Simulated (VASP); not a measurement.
A run of VASP 6.6.1 is set up as follows.

INCAR

```
SYSTEM = CdPbO2
PREC     = Accurate       ! precision mode
ENCUT    = 520            ! plane-wave cutoff, eV
EDIFF    = 1E-6           ! SCF threshold, eV
ISMEAR   = 0              ! smearing method
SIGMA    = 0.02           ! smearing width, eV
LREAL    = .FALSE.        ! projectors in reciprocal space
LASPH    = .TRUE.         ! aspherical terms in the spheres
NELM     = 80             ! most SCF steps
ALGO     = Normal         ! electronic algorithm
ISIF     = 2              ! what is computed and relaxed
LWAVE    = .FALSE.        ! write WAVECAR
LCHARG   = .FALSE.        ! write CHGCAR
GGA      = PS             ! functional
NBANDS   = 27             ! bands
```

File KPOINTS:

```
regular mesh
0
G
  12 12 6
  0 0 0
```

Contents of POSCAR:

```
CdPbO2
1.0
    3.4623707442      0.0000000000      0.0000000000
   -1.7311853721      2.9985010218      0.0000000000
    0.0000000000      0.0000000000      6.1525432448
Cd Pb O
1 1 2
Direct
    0.0000000000      0.0000000000      0.5000000000
    0.0000000000      0.0000000000      0.0000000000
    0.3333333333      0.6666666667      0.2778650703
    0.6666666667      0.3333333333      0.7221349297
```

Potentials or basis: VASP PAW PBE potentials, release 64 (Cd, Pb_d, O).

The run is started by

```console
$ cat potpaw_PBE.64/Cd/POTCAR potpaw_PBE.64/Pb_d/POTCAR potpaw_PBE.64/O/POTCAR > POTCAR
$ mpirun -np 1 vasp_std > vasp.out
```

Problem. Estimate the band gap on the k mesh.

Solution. 0.18 eV, indirect (least direct gap 0.69 eV).

Problem. What does it give for the largest force?

Solution. 0.004 eV/Å.

Problem. Predict the pressure.

Solution. -4.7 GPa.

Stress tensor (GPa, compression positive):
```
-4.52  0.00  0.00
 0.00 -4.52  0.00
 0.00  0.00 -5.09
```

Caveat: the PAW data sets were made with another functional, which shifts forces and pressure a little; spin-orbit coupling is left out, which moves the levels of the heavy elements. A k mesh can miss the band edges.
